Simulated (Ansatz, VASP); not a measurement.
**In3B2As: VASP beside Ansatz**

```xyz
6
Lattice="6.7533 0.0000 0.0000 -3.3767 5.8485 0.0000 0.0000 0.0000 3.0477" Properties=species:S:1:pos:R:3 pbc="T T T"
In    3.3767    0.0000    1.5238
In   -1.6883    2.9243    1.5238
In    1.6883    2.9243    1.5238
B     0.0000    3.8990    0.0000
B     3.3767    1.9495    0.0000
As    0.0000    0.0000    0.0000
```

Change from the starting cell: species swapped into the NdGa2Pt3 type (P6/mmm, No. 191).

Alike in both runs: functional PBE; k mesh 6 × 6 × 12; occupations gaussian, width 0.1 eV; no spin polarisation.

Ansatz relaxed the structure, and its values are those at the end. VASP's run is a single point on that final structure, the one shown.

|  | VASP | Ansatz |
| --- | --- | --- |
| version | VASP 6.6.1 | Ansatz 0.2.0 |
| potentials or method | VASP PAW PBE potentials, release 64 (In_d, B, As), cutoff 520 eV | scalar-relativistic, plane waves, PAW |
| valence electrons in the cell | 50 | 60 |

|  | VASP | Ansatz | Ansatz less VASP |
| --- | --- | --- | --- |
| gap on the k mesh at the Fermi level (eV) | none | none | - |
| pressure (GPa) | 0.0 | 0.0 | +0.02 |

A gap of «none» marks a metal or a gap that the smearing closes. VASP's potentials hold 50 valence electrons a cell and Ansatz's 60, so a difference there can come from the potentials and not from the codes.
